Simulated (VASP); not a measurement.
TiSn: single point with PBE

TiSn:

```
Ti Sn
1.0
     0.00000    2.76270    2.76270
     2.76270    0.00000    2.76270
     2.76270    2.76270    0.00000
Ti Sn
1 1
Cartesian
  0.0000 0.0000 0.0000
  2.7627 2.7627 2.7627
```

- Program: VASP 6.6.1
- Task: single point
- Functional: PBE
- Potentials or basis: VASP PAW PBE potentials, release 64 (Ti_sv, Sn_d)
- Cutoff: 520 eV
- k mesh: 8 × 8 × 8
- Occupations: fermi-dirac, width 0.05 eV
- Spin: no spin polarisation

```yaml
Pressure: 3.8 GPa
Band_gap_on_the_k_mesh: zero (band 13 reaches 8.88 eV, above the bottom of band 14 at 8.50 eV)
```

Levels at points of the mesh, in eV from the Fermi level:
| k point | band 9 | band 10 | band 11 | band 12 | band 13 | band 14 | band 15 | band 16 | band 17 | band 18 |
| --- | --- | --- | --- | --- | --- | --- | --- | --- | --- | --- |
| (0.00, 0.00, 0.00) | -20.84 | -9.89 | 0.10 | 0.10 | 0.10 | 0.49 | 0.49 | 3.51 | 3.51 | 3.51 |
| (0.50, 0.00, 0.00) | -20.80 | -7.11 | -4.76 | -1.50 | -1.50 | 1.03 | 1.03 | 1.53 | 5.49 | 6.58 |
| (0.50, 0.50, 0.00) | -20.78 | -7.04 | -3.48 | -1.05 | 0.22 | 0.22 | 0.92 | 1.37 | 1.37 | 2.20 |

Wall time 24 s on 1 thread of Intel(R) Xeon(R) Platinum 8488C (Sapphire Rapids) (shared host), peak memory 0.18 GiB.

Caveat: spin-orbit coupling is left out, which moves the levels of the heavy elements.
